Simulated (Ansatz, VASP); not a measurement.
# SiC: VASP beside Ansatz

```xyz
8
Lattice="3.0961 0.0000 0.0000 -1.5480 2.6813 0.0000 0.0000 0.0000 10.1373" Properties=species:S:1:pos:R:3 pbc="T T T"
Si    0.0000    0.0000    1.9047
Si    0.0000    0.0000    6.9734
Si    0.0000    1.7875    4.4386
Si    1.5480    0.8938    9.5072
C     0.0000    0.0000    0.0047
C     0.0000    0.0000    5.0733
C     0.0000    1.7875    2.5323
C     1.5480    0.8938    7.6010
```

Alike in both runs: task single point; functional PBE; dispersion D3(BJ); k mesh 10 × 10 × 3; occupations fermi-dirac, width 0.05 eV; no spin polarisation.

|  | VASP | Ansatz |
| --- | --- | --- |
| version | VASP 6.6.1 | Ansatz 0.2.0 |
| potentials or method | VASP PAW PBE potentials, release 64 (Si, C) | Ansatz PAW |
| plane-wave cutoff (eV) | 520 | 420 |
| valence electrons in the cell | 32 | 32 |

|  | VASP | Ansatz | Ansatz less VASP |
| --- | --- | --- | --- |
| gap on the k mesh at the Fermi level (eV) | 2.22 | 2.22 | +0.001 |
| least direct gap on the mesh (eV) | 3.34 | 3.34 | +0.002 |
| pressure (GPa) | -5.0 | -5.0 | +0.05 |

Noted on Ansatz's run: odd divisions of the mesh miss points on the zone boundary, where band edges often lie, so the gap on the mesh can be too wide.
